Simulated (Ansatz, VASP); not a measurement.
# AgCl: VASP beside Ansatz

```xyz
2
Lattice="3.4340 0.0000 0.0000 0.0000 3.4340 0.0000 0.0000 0.0000 3.4340" Properties=species:S:1:pos:R:3 pbc="T T T"
Ag    0.0000    0.0000    0.0000
Cl    1.7170    1.7170    1.7170
```

Alike in both runs: task electric field gradients; functional PBEsol; k mesh 9 × 9 × 9; occupations fermi-dirac, width 0.01 eV; no spin polarisation.

|  | VASP | Ansatz |
| --- | --- | --- |
| version | VASP 6.6.1 | Ansatz 0.2.0 |
| potentials or method | VASP PAW PBE potentials, release 64 (Ag, Cl), cutoff 520 eV | all-electron PAW with datasets made for the crystal, scalar-relativistic |

VASP gave:

```
gap on the k mesh at the Fermi level (eV) : 0.44
pressure (GPa)                            : -4.7
```

**Question.** Which values does Ansatz return?

**Answer.** gap on the k mesh at the Fermi level (eV): 0.44; pressure (GPa): -4.6.

VASP's potentials were made for PBE, not for PBEsol. Ansatz ran all-electron here, and VASP with PAW potentials.
